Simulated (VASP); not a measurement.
# BiB (Cmc2_1) in VASP: single point with PBEsol

Aim: the single point of BiB with PBEsol.

All numbers are computed with VASP 6.6.1; they aren't measurements. Logs are shortened: lines on timing, memory, paths and dates and some standing lists are left out, and cuts for length are marked.

**1. The cell of the first run**

Symmetry: Cmc2_1, No. 36, orthorhombic system. Conventional cell: a = 7.813 Å, b = 13.372 Å, c = 6.567 Å, α = 90.00°, β = 90.00°, γ = 90.00°. Within 3.1 Å of B (site symmetry 1) lie 4 Bi at 2.34 to 2.41 Å. Within 3.1 Å of B (site symmetry m) lie 4 Bi at 2.37 to 2.40 Å. B (site symmetry m) has 4 Bi at 2.30 to 2.37 Å within 3.0 Å. Bi (site symmetry 1) has 4 B at 2.34 to 2.41 Å within 3.1 Å. Within 3.1 Å of Bi (site symmetry m) lie 4 B at 2.36 to 2.40 Å. Bi (site symmetry m) has 4 B at 2.30 to 2.38 Å within 3.0 Å.

**2. Single point, PBEsol**

The input, INCAR:

```
SYSTEM = BiB
PREC = Accurate
ENCUT = 500
EDIFF = 1E-6
ISMEAR = -1
SIGMA = 0.05
LREAL = .False.
LASPH = .True.
NELM = 120
ALGO = Normal
ISIF = 2
LWAVE = .False.
LCHARG = .True.
GGA = PS
LVHAR = .True.
NBANDS = 86
GGA_COMPAT = .False.
KPAR = 4
```

The input, KPOINTS:

```
Automatic mesh
0
Gamma
  6 6 4
  0 0 0
```

The input, POSCAR:

```
BiB
1.0
    7.7433753480      0.0402012943      0.0009788867
   -3.8370241579      6.7259618089      0.0033830747
   -0.0007852517     -0.0036971357      6.5671761822
B Bi
8 8
Direct
    0.1953361539      0.3470020921      0.1786257662
    0.3262677863      0.1613878726      0.6786261045
    0.1796677973      0.8353260395      0.1788964323
    0.3419347638      0.6730568314      0.6789048103
    0.6848507326      0.3301365880      0.3390558270
    0.8367438986      0.1782431691      0.8390586649
    0.6679903619      0.8196620955      0.1786271800
    0.8536025007      0.6887249357      0.6786232244
    0.3347468748      0.1624168033      0.3123345182
    0.1868486774      0.3459641963      0.8123389112
    0.3445742503      0.6704132498      0.3140466489
    0.1770183574      0.8379674013      0.8140377937
    0.8422944501      0.1727050160      0.1975687513
    0.6793132148      0.3356833372      0.6975652253
    0.8525734103      0.6802459954      0.3123353884
    0.6690255406      0.8281399253      0.8123392829
```

Potentials or basis: VASP PAW PBE potentials, release 64 (B, Bi_d).

The run is started by

```console
> cat potpaw_PBE.64/B/POTCAR potpaw_PBE.64/Bi_d/POTCAR > POTCAR
> mpirun -np 4 vasp_std > vasp.out
```

OUTCAR:

```text
SYSTEM = BiB
   PREC = Accurate
   ENCUT = 500
   EDIFF = 1E-6
   ISMEAR = -1
   LREAL = .False.
   LASPH = .True.
   NELM = 120
   ISIF = 2
   GGA = PS

 ion  position               nearest neighbor table
   1  0.195  0.347  0.179-   9 2.34  11 2.36  13 2.38  10 2.41
   2  0.326  0.161  0.679-  10 2.34  12 2.36  14 2.38   9 2.41
   3  0.180  0.835  0.179-   9 2.37  15 2.37  11 2.38  12 2.40
   4  0.342  0.673  0.679-  10 2.37  16 2.37  12 2.38  11 2.40
   5  0.685  0.330  0.339-  13 2.30  14 2.36   9 2.37  15 2.37
   6  0.837  0.178  0.839-  14 2.30  13 2.36  16 2.37  10 2.37
   7  0.668  0.820  0.179-  15 2.34  11 2.36  13 2.38  16 2.41
   8  0.854  0.689  0.679-  16 2.34  12 2.36  14 2.38  15 2.41
   9  0.335  0.162  0.312-   1 2.34   5 2.37   3 2.37   2 2.41  14 3.44  15 3.77  11 3.85  11 3.90

  10  0.187  0.346  0.812-   2 2.34   6 2.37   4 2.37   1 2.41  13 3.44  16 3.77  12 3.85  12 3.90

  11  0.345  0.670  0.314-   1 2.36   7 2.36   3 2.38   4 2.40   9 3.85  15 3.85   9 3.90  15 3.90

  12  0.177  0.838  0.814-   8 2.36   2 2.36   4 2.38   3 2.40  10 3.85  16 3.85  16 3.90  10 3.90

  13  0.842  0.173  0.198-   5 2.30   6 2.36   1 2.38   7 2.38  10 3.44  16 3.44
  14  0.679  0.336  0.698-   6 2.30   5 2.36   8 2.38   2 2.38  15 3.44   9 3.44
  15  0.853  0.680  0.312-   7 2.34   5 2.37   3 2.37   8 2.41  14 3.44   9 3.77  11 3.85  11 3.90

  16  0.669  0.828  0.812-   8 2.34   6 2.37   4 2.37   7 2.41  13 3.44  10 3.77  12 3.85  12 3.90

  LATTYP: Found a base centered orthorhombic cell.
 ALAT       =     7.8128459467
 B/A-ratio  =     1.7115146931
 C/A-ratio  =     0.8405614695

  Lattice vectors:

 A1 = (   7.7433753480,   0.0402012943,   0.0009788867)
 A2 = (  -3.8370241579,   6.7259618089,   0.0033830747)
 A3 = (  -0.0007852517,  -0.0036971357,   6.5671761822)

Analysis of symmetry for initial positions (statically):
=====================================================================
 Subroutine PRICEL returns:
 Original cell was already a primitive cell.

 Routine SETGRP: Setting up the symmetry group for a
 base centered orthorhombic supercell.

 Subroutine GETGRP returns: Found  1 space group operations
 (whereof  1 operations were pure point group operations)
 out of a pool of  8 trial point group operations.

The static configuration has the point symmetry C_1 .

Analysis of symmetry for dynamics (positions and initial velocities):
=====================================================================
 Subroutine PRICEL returns:
 Original cell was already a primitive cell.

 Routine SETGRP: Setting up the symmetry group for a
[... 140 lines left out ...]
   ISIF   =      2    stress and relaxation
   ISYM   =      2    0-nonsym 1-usesym 2-fastsym
   POTIM  = 0.5000    time-step for ionic-motion
   TEBEG  =    0.0;   TEEND  =   0.0 temperature during run
   PSTRESS=    0.0 pullay stress
   NELECT =     144.0000    total number of electrons
   NUPDOWN=      -1.0000    fix difference up-down
   EMIN   =  10.00;   EMAX   =-10.00  energy-range for DOS
   EFERMI =   0.00;   METHOD = LEGACY
   ISMEAR =    -1;   SIGMA  =   0.05  broadening in eV -4-tet -1-fermi 0-gaus
   EFERMI_NEDOS =   21; number of points for ismear=-14 and -15
   IALGO  =     38    algorithm
   IMIX   =      4    mixing-type and parameters
     AMIX     =   0.40;   BMIX     =  1.00
     AMIX_MAG =   1.60;   BMIX_MAG =  1.00
  volume/ion in A,a.u.               =      21.44       144.69
  Fermi-wavevector in a.u.,A,eV,Ry     =   1.225781  2.316391 20.443299  1.502540
  Thomas-Fermi vector in A             =   2.360807
   LORBIT       =      0    0 simple, 1 ext, 2 COOP (PROOUT), +10 PAW based schemes
   GGA     = PS    functional components
   LHFCALC =     F    Hartree Fock is set to
   AEXX    =    0.0000 exact exchange contribution
   IVDW    =     0    specifies the selected vdW correction
   LEPSILON=     F    determine dielectric tensor
   LRPA    =     F    only Hartree local field effects (RPA)
 non-spin polarized calculation
  energy-cutoff  :      500.00
  volume of cell :      343.04
 maximum number of plane-waves:      8760
   NGX = 29   NGY = 29   NGZ = 23

 number of electron     143.9999979 magnetization

 Free energy of the ion-electron system (eV)
  ---------------------------------------------------
  ext. energy  EPLUGINS =         0.00000000
  ---------------------------------------------------
  free energy    TOTEN  =       -76.30727958 eV

  energy without entropy =      -76.30633478  energy(sigma->0) =      -76.30680718

 E-fermi :   6.6847     XC(G=0):  -9.9654

 val. band max:        6.5967608628   @ k =   0.0000   0.0000   0.0000
 cond. band min:       6.8075296683   @ k =   0.0000   0.0000   0.5000
 fundamental gap:      0.2107688055
 Fermi energy:         6.6847405529

 k-point     1 :       0.0000    0.0000    0.0000
  band No.  band energies     occupation
      1     -16.4856      2.00000
      2     -16.4850      2.00000
      3     -16.4831      2.00000
      4     -16.4707      2.00000
      5     -16.4625      2.00000
      6     -16.4590      2.00000
[... 2077 lines left out ...]
     83       9.4277      0.00000
     84       9.7999      0.00000

 [... further k-points ...]

 [bands above 84 left out]

------------------------ aborting loop because EDIFF is reached ----------------------------------------

  FORCE on cell =-STRESS in cart. coord.  units (eV):
  Direction    XX          YY          ZZ          XY          YZ          ZX
  --------------------------------------------------------------------------------------
  -------------------------------------------------------------------------------------
  Total       -0.1099651     -0.0983868     -0.0651407      0.0101160     -0.0011412     -0.0005790
  in kB       -0.5135913     -0.4595149     -0.3042391      0.0472465     -0.0053300     -0.0027043
  external PRESSURE =      -0.4257818 kB  Pullay stress =       0.0000000 kB

 VOLUME and BASIS-vectors are now :
 -----------------------------------------------------------------------------
  energy-cutoff  :      500.00
  volume of cell :      343.04
      direct lattice vectors                 reciprocal lattice vectors
     7.743375348  0.040201294  0.000978887     0.128761281  0.073455659  0.000056750
    -3.837024158  6.725961809  0.003383075    -0.000769621  0.148238526  0.000083362
    -0.000785252 -0.003697136  6.567176182    -0.000018796 -0.000087314  0.152272398

 POSITION                                       TOTAL-FORCE (eV/Angst)
 -----------------------------------------------------------------------------------
      0.18097      2.34112      1.17443         0.001288      0.000236      0.001252
      1.90663      1.09610      4.45752        -0.001051     -0.000554      0.001203
     -1.81407      5.62493      1.17785        -0.000617      0.000182      0.000613
      0.06466      4.53819      4.46110         0.000397     -0.000298      0.000407
      4.03605      2.24676      2.22843         0.001793     -0.000769     -0.001704
      5.79464      1.22939      5.51167        -0.001395      0.000975     -0.001633
[... 8 lines left out ...]
      3.99143      4.60843      2.05430        -0.000633      0.001722     -0.003578
      2.00229      5.59393      5.33823        -0.000131     -0.001473     -0.003471
 -----------------------------------------------------------------------------------
    total drift:                               -0.001244      0.001040      0.000555

  FREE ENERGIE OF THE ION-ELECTRON SYSTEM (eV)
  ---------------------------------------------------
  free  energy   TOTEN  =       -76.3072795756 eV

  energy  without entropy=      -76.3063347798  energy(sigma->0) =      -76.30680718
```

OSZICAR:

```text
N       E                     dE             d eps       ncg     rms          rms(c)
DAV:   1     0.178339134309E+04    0.17834E+04   -0.67832E+04 13128   0.190E+03
DAV:   2     0.199270881494E+03   -0.15841E+04   -0.15477E+04 13072   0.551E+02
DAV:   3    -0.618996315310E+02   -0.26117E+03   -0.24835E+03 14734   0.227E+02
DAV:   4    -0.808334005432E+02   -0.18934E+02   -0.18480E+02 15344   0.597E+01
DAV:   5    -0.818129691780E+02   -0.97957E+00   -0.97450E+00 16928   0.124E+01    0.104E+01
DAV:   6    -0.765154007278E+02    0.52976E+01   -0.14811E+01 15496   0.120E+01    0.398E+00
DAV:   7    -0.763570608028E+02    0.15834E+00   -0.24289E+00 16408   0.453E+00    0.206E+00
DAV:   8    -0.763128200371E+02    0.44241E-01   -0.33439E-01 17016   0.282E+00    0.497E-01
DAV:   9    -0.763057148188E+02    0.71052E-02   -0.55740E-02 16352   0.104E+00    0.158E-01
DAV:  10    -0.763069147376E+02   -0.11999E-02   -0.69392E-03 18164   0.333E-01    0.937E-02
DAV:  11    -0.763072352500E+02   -0.32051E-03   -0.53705E-04 18656   0.104E-01    0.237E-02
DAV:  12    -0.763072744479E+02   -0.39198E-04   -0.79166E-05 14862   0.385E-02    0.863E-03
DAV:  13    -0.763072791165E+02   -0.46685E-05   -0.18516E-05 15784   0.301E-02    0.349E-03
DAV:  14    -0.763072795756E+02   -0.45912E-06   -0.22195E-06  9782   0.118E-02
   1 F= -.76307280E+02 E0= -.76306807E+02  d E =-.944796E-03
```

stdout:

```text
POSCAR found type information on POSCAR B Bi
 POSCAR found :  2 types and      16 ions
 scaLAPACK will be used
 -----------------------------------------------------------------------------
|                                                                             |
|                                                                             |
[... 26 lines left out ...]
|                                                                             |
 -----------------------------------------------------------------------------

 LDA part: xc-table for (Slater+PW92), standard interpolation
 POSCAR, INCAR and KPOINTS ok, starting setup
 FFT: planning ... GRIDC
 FFT: planning ... GRID_SOFT
 FFT: planning ... GRID
 WAVECAR not read
 entering main loop
```

Wall time 9 min (4 MPI ranks of Intel Xeon Platinum 8488C (Sapphire Rapids), shared host); peak memory 1.3 GiB.

What came out:

| Property | Result |
| --- | --- |
| Free energy | -76.3073 eV |
| Pressure | 0.0 GPa |
| Largest force | 0.005 eV/Å |
| Band gap on the k mesh | 0.21 eV (least direct gap 0.43 eV) |

Forces on the atoms (eV/Å):
```
B    0.001  0.000  0.001
B   -0.001 -0.001  0.001
B   -0.001  0.000  0.001
B    0.000  0.000  0.000
B    0.002 -0.001 -0.002
B   -0.001  0.001 -0.002
B    0.001 -0.001  0.001
B    0.000  0.001  0.001
Bi  -0.002  0.000 -0.003
Bi   0.001  0.001 -0.004
Bi   0.000  0.000  0.001
Bi   0.001  0.000  0.001
Bi  -0.002  0.001  0.005
Bi   0.002 -0.001  0.005
Bi  -0.001  0.002 -0.004
Bi   0.000 -0.001 -0.003
```

Caveat: the PAW data sets were made with another functional, which shifts forces and pressure a little; spin-orbit coupling is left out, which moves the levels of the heavy elements.
